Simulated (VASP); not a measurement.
# Ge7I (P-6m2) in VASP: a series of runs, part 2 of 2

VASP 6.6.1. Earlier steps stand in the parts before.

## (3) Single point, PBE

This run uses another cell than the first one, of 22.26 Å³/atom.

INCAR

```
SYSTEM = Ge7I
ALGO = Normal
EDIFF = 1E-6
ENCUT = 520
GGA = PE
ISIF = 2
ISMEAR = 0
LASPH = .True.
LCHARG = .True.
LELF = .True.
LREAL = .False.
LVHAR = .True.
LWAVE = .False.
NBANDS = 62
NELM = 100
PREC = Accurate
SIGMA = 0.1
```

KPOINTS

```
k-points
0
Gamma
  9 9 8
  0 0 0
```

POSCAR

```
Ge7I
1.0
    6.4164669140      0.0000000000      0.0000000000
   -3.2082334570      5.5568233500      0.0000000000
    0.0000000000      0.0000000000      4.9938814751
Ge I
7 1
Direct
   -0.0323635376      0.4838182312      0.0000000000
    0.5161817688      1.0323635376      0.0000000000
    0.5161817688      0.4838182312      0.0000000000
    0.1933616602      0.8066383398      0.5000000000
    0.1933616602      0.3867233204      0.5000000000
    0.6132766796      0.8066383398      0.5000000000
    0.6666666667      0.3333333333      0.5000000000
    0.0000000000      0.0000000000      0.0000000000
```

Potentials or basis: VASP PAW PBE potentials, release 64 (Ge_d, I).

On the command line:

```sh
$ cat potpaw_PBE.64/Ge_d/POTCAR potpaw_PBE.64/I/POTCAR > POTCAR
$ mpirun -np 1 vasp_std > vasp.out
```

Wall time 9 min (1 thread of Intel Xeon Platinum 8259CL at 2.50GHz (Skylake/Cascade Lake), shared host); peak memory 0.61 GiB.

Results (log left out):

```
Free energy            : -29.6676 eV
Pressure               : -0.1 GPa
Largest force          : 0.005 eV/Å
Band gap on the k mesh : zero (an odd number of electrons rules out a gap without spin polarisation)
```

Forces in eV/Å, atoms in the order of the input:
```
Ge   0.005  0.003  0.000
Ge   0.000 -0.005  0.000
Ge  -0.005  0.003  0.000
Ge  -0.002  0.001  0.000
Ge   0.000 -0.002  0.000
Ge   0.002  0.001  0.000
Ge   0.000  0.000  0.000
I    0.000  0.000  0.000
```

Levels at points of the mesh, in eV from the Fermi level:
```
           k point  band 50  band 51  band 52  band 53  band 54  band 55  band 56  band 57
(0.00, 0.00, 0.00)    -1.71    -1.71    -0.84    -0.84    -0.03     1.02     1.02     1.40
(0.00, 0.00, 0.50)     0.36     1.08     1.08     1.28     1.78     2.96     2.96     3.19
```

Caveat: spin-orbit coupling is left out, which moves the levels of the heavy elements; an odd number of electrons without spin polarisation forces a metal; a magnetic or distorted state may lie lower.

## (4) Single point, PBE

This run uses another cell than the first one, of 28.84 Å³/atom.

INCAR

```
SYSTEM = Ge7I
PREC     = Accurate       ! precision mode
ENCUT    = 520            ! plane-wave cutoff, eV
EDIFF    = 1E-6           ! SCF threshold, eV
ISMEAR   = 0              ! smearing method
SIGMA    = 0.1            ! smearing width, eV
LREAL    = .FALSE.        ! projectors in reciprocal space
LASPH    = .TRUE.         ! aspherical terms in the spheres
NELM     = 100            ! most SCF steps
ALGO     = Normal         ! electronic algorithm
ISIF     = 2              ! what is computed and relaxed
LWAVE    = .FALSE.        ! write WAVECAR
LCHARG   = .TRUE.         ! write CHGCAR
GGA      = PE             ! functional
LELF     = .TRUE.         ! ELF
LVHAR    = .TRUE.       
NBANDS   = 62             ! bands
```

KPOINTS

```
regular mesh
0
G
  3 3 4
  0 0 0
```

POSCAR

```
Ge7I
1.0
    6.9151400200      0.0000000000      0.0000000000
   -3.4575700100      5.9886869300      0.0000000000
    0.0000000000      0.0000000000      5.5709217800
Ge I
7 1
Direct
    0.9996074400      0.4998037200      0.0000000000
    0.5001962800      0.0003925600      0.0000000000
    0.5001962800      0.4998037200      0.0000000000
    0.1649293900      0.8350706100      0.5000000000
    0.1649293900      0.3298587800      0.5000000000
    0.6701412200      0.8350706100      0.5000000000
    0.6666666700      0.3333333300      0.5000000000
    0.0000000000      0.0000000000      0.0000000000
```

Potentials or basis: VASP PAW PBE potentials, release 64 (Ge_d, I).

On the command line:

```sh
$ cat potpaw_PBE.64/Ge_d/POTCAR potpaw_PBE.64/I/POTCAR > POTCAR
$ mpirun -np 1 vasp_std > vasp.out
```

OUTCAR:

```text
SYSTEM = Ge7I
   PREC = Accurate
   ENCUT = 520
   EDIFF = 1E-6
   ISMEAR = 0
   LREAL = .FALSE.
   LASPH = .TRUE.
   NELM = 100
   ISIF = 2
   GGA = PE

 ion  position               nearest neighbor table
   1  1.000  0.500  0.000-
   2  0.500  0.000  0.000-
   3  0.500  0.500  0.000-
   4  0.165  0.835  0.500-
   5  0.165  0.330  0.500-
[... 782 lines left out ...]
  -------------------------------------------------------------------------------------
  Total      -12.2343515    -12.2343515    -11.9278809      0.0000000     -0.0000000      0.0000000
  in kB      -84.9634009    -84.9634009    -82.8350667      0.0000000     -0.0000000      0.0000000
  external PRESSURE =     -84.2539562 kB  Pullay stress =       0.0000000 kB

 VOLUME and BASIS-vectors are now :
 -----------------------------------------------------------------------------
  energy-cutoff  :      520.00
  volume of cell :      230.71
      direct lattice vectors                 reciprocal lattice vectors
     6.915140020  0.000000000  0.000000000     0.144610232  0.083490756  0.000000000
    -3.457570010  5.988686930  0.000000000     0.000000000  0.166981512  0.000000000
     0.000000000  0.000000000  5.570921780     0.000000000  0.000000000  0.179503508

 POSITION                                       TOTAL-FORCE (eV/Angst)
 -----------------------------------------------------------------------------------
      5.18432      2.99317      0.00000         0.144761      0.083578     -0.000000
      3.45757      0.00235      0.00000        -0.000000     -0.167156     -0.000000
      1.73082      2.99317      0.00000        -0.144761      0.083578     -0.000000
     -1.74681      5.00098      2.78546         0.055976     -0.032318     -0.000000
     -0.00000      1.97542      2.78546        -0.000000      0.064636      0.000000
      1.74681      5.00098      2.78546        -0.055976     -0.032318     -0.000000
      3.45757      1.99623      2.78546        -0.000000      0.000000     -0.000000
      0.00000      0.00000      0.00000        -0.000000      0.000000     -0.000000
 -----------------------------------------------------------------------------------
    total drift:                               -0.000022      0.000013      0.000000

  FREE ENERGIE OF THE ION-ELECTRON SYSTEM (eV)
  ---------------------------------------------------
  free  energy   TOTEN  =       -27.2701356466 eV

  energy  without entropy=      -27.2503195169  energy(sigma->0) =      -27.26022758
```

OSZICAR:

```text
N       E                     dE             d eps       ncg     rms          rms(c)
DAV:   1     0.126687065681E+04    0.12669E+04   -0.49059E+04  1358   0.407E+03
DAV:   2     0.218267307698E+03   -0.10486E+04   -0.10255E+04  1116   0.110E+03
DAV:   3    -0.491760774533E+01   -0.22318E+03   -0.21711E+03  1188   0.252E+02
DAV:   4    -0.265404877590E+02   -0.21623E+02   -0.21120E+02  1324   0.798E+01
DAV:   5    -0.273191010590E+02   -0.77861E+00   -0.77414E+00  1242   0.165E+01    0.634E+00
DAV:   6    -0.272793932296E+02    0.39708E-01   -0.36101E-01  1850   0.735E+00    0.383E+00
DAV:   7    -0.272713278760E+02    0.80654E-02   -0.18522E-01  1282   0.336E+00    0.938E-01
DAV:   8    -0.272701436455E+02    0.11842E-02   -0.17470E-02  1302   0.149E+00    0.276E-01
DAV:   9    -0.272701731666E+02   -0.29521E-04   -0.46542E-03  1372   0.748E-01    0.744E-02
DAV:  10    -0.272701279769E+02    0.45190E-04   -0.44557E-04  1244   0.314E-01    0.248E-02
DAV:  11    -0.272701321318E+02   -0.41549E-05   -0.79044E-05  1544   0.142E-01    0.678E-03
DAV:  12    -0.272701353124E+02   -0.31806E-05   -0.25517E-05  1198   0.376E-02    0.353E-03
DAV:  13    -0.272701356466E+02   -0.33421E-06   -0.11081E-06   792   0.266E-02
   1 F= -.27270136E+02 E0= -.27260228E+02  d E =-.198161E-01
```

Run time: 2.3 min. Hardware: 1 thread of Intel Xeon Platinum 8259CL at 2.50GHz (Skylake/Cascade Lake), shared host; peak memory 0.38 GiB.

What came out:

```
Free energy            : -27.2701 eV
Pressure               : -8.4 GPa
Largest force          : 0.167 eV/Å
Band gap on the k mesh : zero (an odd number of electrons rules out a gap without spin polarisation)
```

Forces in eV/Å, atoms in the order of the input:
```
Ge   0.145  0.084  0.000
Ge   0.000 -0.167  0.000
Ge  -0.145  0.084  0.000
Ge   0.056 -0.032  0.000
Ge   0.000  0.065  0.000
Ge  -0.056 -0.032  0.000
Ge   0.000  0.000  0.000
I    0.000  0.000  0.000
```

Levels at points of the mesh, in eV from the Fermi level:
```
           k point  band 51  band 52  band 53  band 54  band 55  band 56
(0.00, 0.00, 0.00)    -1.26    -0.51    -0.51     0.83     0.83     0.86
(0.00, 0.00, 0.50)     0.33     0.81     0.81     1.53     2.56     2.58
```

Caveat: the cell stands under tension; spin-orbit coupling is left out, which moves the levels of the heavy elements; an odd number of electrons without spin polarisation forces a metal; a magnetic or distorted state may lie lower.

## (5) Overview

```csv
cell,k mesh,gap on the mesh (eV),pressure (GPa),largest force (eV/Å)
"a = 6.405, b = 6.405, c = 4.988 Å, angles 90.0, 90.0, 120.0°, 8 atoms, atomic positions A",6 × 6 × 8,none,0.0,0.01
"a = 6.416, b = 6.416, c = 4.994 Å, angles 90.0, 90.0, 120.0°, 8 atoms, atomic positions B",9 × 9 × 8,none,-0.1,0.01
"a = 6.915, b = 6.915, c = 5.571 Å, angles 90.0, 90.0, 120.0°, 8 atoms, atomic positions C",3 × 3 × 4,none,-8.4,0.17
```

Alike in all rows: task single point; level PBE; potentials or basis VASP PAW PBE potentials, release 64 (Ge_d, I); no spin polarisation; cutoff (eV) 520; smearing gaussian 0.1 eV.

Caveats: spin-orbit coupling is left out, which moves the levels of the heavy elements; an odd number of electrons without spin polarisation forces a metal; a magnetic or distorted state may lie lower; the cell stands under tension (at least some runs).

Total energies depend on the potentials used, so only differences within one code and one set of settings carry meaning.
